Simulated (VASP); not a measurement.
Input of a VASP 6.6.1 run:

INCAR

```
  PREC = Accurate
  ENCUT = 520
  EDIFF = 1E-7
  ISMEAR = 0
  SIGMA = 0.1
  LREAL = False
  LASPH = True
  NELM = 100
  ALGO = Normal
  ISIF = 2
  LWAVE = False
  LCHARG = False
  GGA = PE
  NBANDS = 42
```

Contents of KPOINTS:

```
Automatic mesh
0
Gamma
  8 8 12
```

Contents of POSCAR:

```
Zr3TiC4
1.0
    3.2688527663     -4.6215225000      0.0000000000
    3.2688527663      4.6215225000      0.0000000000
    0.0000000000      0.0000000000      3.2755686117
Zr Ti C
3 1 4
Direct
    0.0000000000      0.0000000000      0.0000000000
    0.0000000000      0.5000000000      0.5000000000
    0.5000000000      0.0000000000      0.5000000000
    0.5000000000      0.5000000000      0.0000000000
    0.2548179215      0.7451820785      0.0000000000
    0.7451820785      0.2548179215      0.0000000000
    0.2596579751      0.2596579751      0.5000000000
    0.7403420249      0.7403420249      0.5000000000
```

Potentials or basis: VASP PAW PBE potentials, release 64 (Zr_sv, Ti_sv, C).

Launch:

```console
$ cat potpaw_PBE.64/Zr_sv/POTCAR potpaw_PBE.64/Ti_sv/POTCAR potpaw_PBE.64/C/POTCAR > POTCAR
$ mpirun -np 1 vasp_std > vasp.out
```

(1) Predict the pressure.

(2) Predict the largest force.

(3) Predict the band gap on the k mesh.

## Answers

(1) 0.3 GPa.

(2) 0.006 eV/Å.

(3) zero (bands 32 and 33 overlap by 1.28 eV).
